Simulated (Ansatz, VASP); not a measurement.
## Sb: VASP beside Ansatz

```xyz
2
Lattice="4.2802 0.0000 0.0000 0.0000 4.2767 0.0000 0.0000 0.0000 3.2880" Properties=species:S:1:pos:R:3 pbc="T T T"
Sb    2.1401    0.0000    3.0800
Sb    0.0000    2.1383    0.2080
```

Alike in both runs: functional PBE; k mesh 6 × 6 × 4; occupations gaussian, width 0.1 eV; no spin polarisation.

Ansatz relaxed the structure, and its values are those at the end. VASP's run is a single point on that final structure, the one shown.

|  | VASP | Ansatz |
| --- | --- | --- |
| version | VASP 6.6.1 | Ansatz 0.2.0 |
| potentials or method | VASP PAW PBE potentials, release 64 (Sb), cutoff 520 eV | scalar-relativistic, plane waves, PAW |
| valence electrons in the cell | 10 | 30 |

```tsv
	VASP	Ansatz	Ansatz less VASP
gap on the k mesh at the Fermi level (eV)	none	none	-
pressure (GPa)	-0.2	-0.2	+0.03
rms of the force components (eV/Å)	0.005	0.005	+0.0001
```

A gap of «none» marks a metal or a gap that the smearing closes. With one functional, cell and mesh, what is left measures potentials, basis and numerics. VASP's potentials hold 10 valence electrons a cell and Ansatz's 30, so a difference there can come from the potentials and not from the codes.

The k mesh is coarse, so the values compare programs but aren't converged. Spin-orbit coupling is off throughout.
